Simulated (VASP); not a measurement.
Wanted: the native input for a VASP 6.6.1 run.

```yaml
Task: relaxation of shape and atoms at fixed volume
Functional: PBE
Potentials_or_basis: VASP PAW PBE potentials, release 64 (Te)
Cutoff: 600 eV
k_mesh: 16 × 16 × 18
Occupations: gaussian, width 0.1 eV
Spin: no spin polarisation
Dipole_correction: no
Further_INCAR_settings: ALGO = Normal; EDIFF = 1e-06; IBRION = 2; EDIFFG = -0.01; NSW = 50; ISIF = 4
```

The structure of Te lies in POSCAR:

```
Te
1.0
    3.3193473976      0.0000000000      0.0000000000
    0.0000000000      3.3193473976      0.0000000000
    0.0000000000      0.0000000000      3.2727510560
Te
1
Direct
    0.5000000000      0.5000000000      0.5000000000
```

This isn't the form of Te at room conditions, which is trigonal, of chains.

These files were run (other wordings do the same):

INCAR

```
SYSTEM = Te
PREC = Accurate
ENCUT = 600
EDIFF = 1E-6
ISMEAR = 0
SIGMA = 0.1
LREAL = .FALSE.
LASPH = .TRUE.
NELM = 60
ALGO = Normal
ISIF = 4
LWAVE = .FALSE.
LCHARG = .FALSE.
GGA = PE
IBRION = 2
NSW = 50
EDIFFG = -0.01
```

KPOINTS

```
regular mesh
0
G
  16 16 18
  0 0 0
```

Potentials or basis: VASP PAW PBE potentials, release 64 (Te).

Run with:

```console
$ cat potpaw_PBE.64/Te/POTCAR > POTCAR
$ mpirun -np 1 vasp_std > vasp.out
```

Results of the run:

The energy gained by relaxing is 0.1 meV/atom. The ionic steps are 3, the pressure after relaxing is -3.8 GPa and the band gap on the k mesh is zero (bands 3 and 4 overlap by 4.75 eV).

Caveat: spin-orbit coupling is left out, which moves the levels of the heavy elements.

Run time: 3.7 min on 1 thread of Intel(R) Xeon(R) Platinum 8259CL CPU @ 2.50GHz (Skylake/Cascade Lake) (shared host), peak memory 0.27 GiB.
